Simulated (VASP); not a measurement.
Runs of VASP 6.6.1 on CsAg3O2. The structure is that of space group P6/mmm (No. 191), or close to it. The cells are those of the table. The cell was generated, and may not be a known phase.

```tsv
task	spin	cell	k mesh	cutoff (eV)	gap on the mesh (eV)	pressure (GPa)	moment (μB)	relaxed volume (Å³/atom)
relaxation of cell and atoms	off	relaxed from a = 6.002, b = 6.002, c = 3.535 Å, angles 90.0, 90.0, 120.0°, 6 atoms	6 × 6 × 10	600	none	0.0	-	18.33
relaxation of cell and atoms	off	relaxed from a = 6.002, b = 6.002, c = 3.535 Å, angles 90.0, 90.0, 120.0°, 6 atoms	3 × 3 × 6	600	none	-0.2	-	(b)
single point	collinear	a = 5.852, b = 5.852, c = 4.436 Å, angles 90.0, 90.0, 120.0°, 6 atoms	3 × 3 × 4	520	none	-6.8	(a)	-
single point	collinear	a = 6.002, b = 6.002, c = 3.535 Å, angles 90.0, 90.0, 120.0°, 6 atoms	3 × 3 × 6	520	none	-0.1	0.00	-
```

Alike in all rows: level PBE; potentials or basis VASP PAW PBE potentials, release 64 (Cs_sv, Ag, O); smearing gaussian 0.1 eV.

Q: Fill in the values left out.

A: (a) 0.36; (b) 18.38.

Caveats: some runs use coarse meshes; spin-orbit coupling is left out, which moves the levels of the heavy elements; semilocal functionals underestimate gaps, and a narrow one can read as zero (at least some runs); a moment this small can come from the mesh or the smearing (at least some runs).

A k mesh can miss the band edges, and the runs leave out spin-orbit coupling on Ag, Cs.

A gap of «none» marks levels without a gap at the run's occupations.
